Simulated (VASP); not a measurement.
Wanted: the native input for a VASP 6.6.1 run.

- Task: single point
- Functional: PBE
- Potentials or basis: VASP PAW PBE potentials, release 64 (Ni, Si)
- Cutoff: 520 eV
- k mesh: 14 × 14 × 13
- Occupations: fermi-dirac, width 0.1 eV
- Spin: no spin polarisation
- Dipole correction: no
- Further INCAR settings: ALGO = Normal; EDIFF = 1e-06; NBANDS = 14

The structure of SiNi (WC type) lies in POSCAR:

```
SiNi
1.0
    3.0072024081      0.0000000000      0.0000000000
   -1.5036012040      2.6043136797      0.0000000000
    0.0000000000      0.0000000000      2.4074830752
Ni Si
1 1
Direct
    0.0000000000      0.0000000000      0.0000000000
    0.3333333333      0.6666666667      0.5000000000
```

One way to write it, as run:

INCAR

```
PREC     = Accurate       # precision mode
ENCUT    = 520            # plane-wave cutoff, eV
EDIFF    = 1E-6           # SCF threshold, eV
ISMEAR   = -1             # smearing method
SIGMA    = 0.1            # smearing width, eV
LREAL    = F              # projectors in reciprocal space
LASPH    = T              # aspherical terms in the spheres
NELM     = 60             # most SCF steps
ALGO     = Normal         # electronic algorithm
ISIF     = 2              # what is computed and relaxed
LWAVE    = F              # write WAVECAR
LCHARG   = T              # write CHGCAR
GGA      = PE             # functional
LELF     = T              # ELF
LVHAR    = T            
NBANDS   = 14             # bands
```

KPOINTS

```
regular mesh
0
Gamma
  14 14 13
```

Potentials or basis: VASP PAW PBE potentials, release 64 (Ni, Si).

The run is started by

```sh
$ cat potpaw_PBE.64/Ni/POTCAR potpaw_PBE.64/Si/POTCAR > POTCAR
$ mpirun -np 1 vasp_std > vasp.out
```

It gave:

The pressure is 101.3 GPa. The band gap on the k mesh is zero (bands 7 and 8 overlap by 6.90 eV).

Caveat: the cell stands under pressure.

It took 16 s on 1 thread of Intel(R) Xeon(R) Platinum 8488C (Sapphire Rapids) (shared host), peak memory 0.16 GiB.
